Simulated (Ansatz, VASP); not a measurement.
## ZnS in VASP and in Ansatz

```
Zn S
1.0
    -3.71522    3.71522    3.71522
     3.71522   -3.71522    3.71522
     3.71522    3.71522   -3.71522
Zn S
4 4
Direct
  0.31423 0.31423 0.31423
  0.00000 0.00000 0.68577
  0.00000 0.68577 0.00000
  0.68577 0.00000 0.00000
  0.66709 0.66709 0.66709
  0.00000 0.00000 0.33291
  0.00000 0.33291 0.00000
  0.33291 0.00000 0.00000
```

Alike in both runs: functional PBE; k mesh 6 × 6 × 6; no spin polarisation.

Ansatz relaxed the structure, and its values are those at the end. VASP's run is a single point on that final structure, the one shown.

|  | VASP | Ansatz |
| --- | --- | --- |
| version | VASP 6.6.1 | Ansatz 0.2.0 |
| potentials or method | VASP PAW PBE potentials, release 64 (Zn, S), cutoff 500 eV | scalar-relativistic, plane waves, PAW |
| occupations | gaussian, width 0.01 eV | fixed |
| valence electrons in the cell | 72 | 72 |

|  | VASP | Ansatz | Ansatz less VASP |
| --- | --- | --- | --- |
| gap on the k mesh at the Fermi level (eV) | 2.32 | 2.32 | -0.003 |
| least direct gap on the mesh (eV) | 2.34 | 2.34 | 0.000 |
| pressure (GPa) | 0.1 | 0.0 | -0.13 |
| rms of the force components (eV/Å) | 0.003 | 0.000 | -0.0032 |
